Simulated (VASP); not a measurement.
Write the native input for VASP 6.6.1 that does the following.

```yaml
Task: single point
Functional: r2SCAN
Potentials_or_basis: VASP PAW PBE potentials, release 64 (Ga_d)
Cutoff: 520 eV
k_mesh: 6 × 6 × 6
Occupations: gaussian, width 0.1 eV
Spin: no spin polarisation
Dipole_correction: no
Further_INCAR_settings: ALGO = Normal; EDIFF = 1e-06; NBANDS = 26
```

Ga:

```
Ga
1.0
     4.72347    0.00000    0.00000
    -2.36173    4.09064    0.00000
     0.00000    0.00000    2.83016
Ga
3
Cartesian
  0.0000 0.0000 0.0000
  0.0000 2.7271 1.4151
  2.3617 1.3635 1.4151
```

These files were run (other wordings do the same):

POSCAR

```
Ga
1.0
    4.7234654782      0.0000000000      0.0000000000
   -2.3617327391      4.0906410980      0.0000000000
    0.0000000000      0.0000000000      2.8301612016
Ga
3
Direct
    0.0000000000      0.0000000000      0.0000000000
    0.3333333333      0.6666666667      0.5000000000
    0.6666666667      0.3333333333      0.5000000000
```

INCAR.step1

```
SYSTEM = Ga
PREC = Accurate
ENCUT = 520
ISMEAR = 0
SIGMA = 0.1
LREAL = .False.
LASPH = .True.
NELM = 100
NBANDS = 26
GGA = PE
ALGO = Normal
EDIFF = 1E-4
LWAVE = .True.
LCHARG = .False.
```

INCAR.step2

```
SYSTEM = Ga
PREC = Accurate
ENCUT = 520
EDIFF = 1E-6
ISMEAR = 0
SIGMA = 0.1
LREAL = .False.
LASPH = .True.
NELM = 100
ALGO = Normal
ISIF = 2
LWAVE = .False.
LCHARG = .False.
METAGGA = R2SCAN
LMIXTAU = .True.
NBANDS = 26
ISTART = 1
```

KPOINTS

```
regular mesh
0
Gamma
  6 6 6
  0 0 0
```

Potentials or basis: VASP PAW PBE potentials, release 64 (Ga_d).

Launch:

```console
$ cat potpaw_PBE.64/Ga_d/POTCAR > POTCAR
$ cp INCAR.step1 INCAR
$ mpirun -np 1 vasp_std > vasp.out
$ cp INCAR.step2 INCAR
$ mpirun -np 1 vasp_std > vasp.out
```

Results of the run:

- Pressure: 0.0 GPa

Caveat: the k points lie up to 0.37 Å⁻¹ apart; the PAW data sets were made with another functional, which shifts forces and pressure a little.

Run time: 110 s on 1 thread of AMD EPYC 7R13 Processor (Zen 3), with other jobs on the host, peak memory 0.16 GiB.
